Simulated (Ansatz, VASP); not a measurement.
## Two plane-wave programs on TiAl

```
CELL_PARAMETERS angstrom
2.86726 0.00000 0.00000
-1.43363 2.48312 0.00000
0.00000 0.00000 4.67808
ATOMIC_POSITIONS crystal
Ti 0.23340 0.17086 0.87174
Al 0.33333 0.66667 0.50000
```

Alike in both runs: task single point; functional PBEsol; k mesh 18 × 18 × 10; occupations gaussian, width 0.15 eV; no spin polarisation.

```csv
,VASP,Ansatz
version,VASP 6.6.1,Ansatz 0.2.0
potentials or method,"VASP PAW PBE potentials, release 64 (Ti_sv, Al), cutoff 520 eV","scalar-relativistic, plane waves, PAW"
valence electrons in the cell,15,15
```

|  | VASP | Ansatz | Ansatz less VASP |
| --- | --- | --- | --- |
| gap on the k mesh at the Fermi level (eV) | none | none | - |
| pressure (GPa) | 17.5 | 17.6 | +0.07 |
| traceless stress, the component that is largest in VASP (GPa) | -18.89 | -18.88 | +0.012 |
| rms of the force components (eV/Å) | 3.673 | 3.669 | -0.0041 |

VASP's potentials were made for PBE, not for PBEsol. Atom by atom the forces differ by 0.004 eV/Å (rms over components). A gap of «none» marks a metal or a gap that the smearing closes. The functional is the same, so the differences come from potentials, cutoffs and numerics.
